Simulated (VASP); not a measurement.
# H6C2O: single point with PBE+D3(BJ)

H6C2O:

```
CELL_PARAMETERS angstrom
7.04192 0.00000 0.00000
0.00000 7.04192 0.00000
0.00000 0.00000 7.04192
ATOMIC_POSITIONS crystal
C 0.45674 0.32132 0.96302
C 0.64558 0.19235 0.99876
C 0.05715 0.93872 0.14216
C 0.87431 0.82540 0.17686
C 0.49396 0.66892 0.50188
C 0.38230 0.85090 0.54434
C 0.94889 0.34175 0.62203
C 0.04683 0.47311 0.75813
O 0.67528 0.03462 0.87324
O 0.91699 0.66638 0.28509
O 0.35357 0.84759 0.76549
O 0.02962 0.66125 0.68074
H 0.79899 0.04575 0.81086
H 0.78153 0.26973 0.97947
H 0.64748 0.12269 0.14326
H 0.42579 0.39675 0.10841
H 0.49894 0.43685 0.87129
H 0.33090 0.25347 0.89930
H 0.99852 0.71059 0.38009
H 0.79218 0.90739 0.27372
H 0.80024 0.79643 0.03610
H 0.03705 0.07096 0.05723
H 0.10965 0.99548 0.28215
H 0.17181 0.84791 0.07532
H 0.47035 0.89028 0.82414
H 0.47315 0.97489 0.50577
H 0.23254 0.86962 0.49927
H 0.49109 0.63284 0.34430
H 0.64815 0.67751 0.53914
H 0.41873 0.56270 0.59293
H 0.14912 0.71540 0.72842
H 0.97297 0.46947 0.89210
H 0.17725 0.42575 0.80177
H 0.01374 0.20875 0.57991
H 0.80181 0.28854 0.68814
H 0.91356 0.41149 0.48776
```

| Property | Result |
| --- | --- |
| Program | VASP 6.6.1 |
| Task | single point |
| Functional | PBE |
| Dispersion | D3(BJ) |
| Potentials or basis | VASP PAW PBE potentials, release 64 (C, O, H) |
| Cutoff | 520 eV |
| k mesh | 1 × 1 × 1 |
| Occupations | fermi-dirac, width 0.05 eV |
| Spin | no spin polarisation |
| Dipole correction | no |
| Further INCAR settings | LREAL = Auto; ALGO = Normal; EDIFF = 1e-06; NBANDS = 64 |

```json
{
 "Pressure": "-0.4 GPa",
 "Largest force": "3.384 eV/Å",
 "Band gap on the k mesh": "4.76 eV",
 "Dispersion energy per atom": "-0.041 eV"
}
```

Forces on the atoms (eV/Å):
```
C    1.860 -0.002  2.031
C   -0.415  0.036  0.554
C    0.773  0.479 -0.061
C    0.754  0.843 -1.429
C   -0.714 -0.178 -0.823
C    1.132  0.308  2.401
C   -2.975 -1.539  0.370
C   -3.235  0.360 -0.925
O   -0.536 -0.493 -0.960
O   -0.855 -2.556 -1.632
O   -0.726  0.067 -2.294
O    1.078 -0.221  0.565
H   -0.446 -0.034  0.109
H   -0.749  0.738  0.668
H   -0.313  0.884 -0.530
H    0.015 -1.119 -1.634
H    0.088  0.361 -0.493
H    0.488 -0.430  0.527
H    1.282  0.187  2.040
H   -1.413  1.227  0.042
H    0.442 -0.251  1.381
H    0.007 -0.574  0.038
H   -0.101 -0.388 -0.640
H   -0.759  0.640  0.371
H    0.793  0.328  0.053
H   -0.665 -0.030  0.225
H    0.814 -0.401 -0.340
H   -0.165  0.044  1.108
H   -0.794  0.147  0.082
H    0.625 -0.157 -0.792
H   -0.047  0.921  0.124
H   -0.736  0.164  0.865
H    2.980 -0.184 -0.072
H    0.845 -0.342  0.152
H    1.749  0.965 -1.144
H   -0.081  0.199  0.063
```

Stress tensor (GPa, compression positive):
```
-1.15  1.00  1.21
 1.00  2.14 -0.06
 1.21 -0.06 -2.30
```

Levels at points of the mesh, in eV from the valence-band top:
```tsv
k point	band 37	band 38	band 39	band 40	band 41	band 42	band 43	band 44
(0.00, 0.00, 0.00)	-0.74	-0.55	-0.32	0.00	4.76	5.98	6.09	6.45
```

Run time: 65 s on 1 thread of AMD EPYC 7R43 64-Core Processor (Zen 3), on a shared host, peak memory 0.32 GiB.

Caveat: the k points lie up to 0.89 Å⁻¹ apart, too coarse for converged energies, forces and pressures.
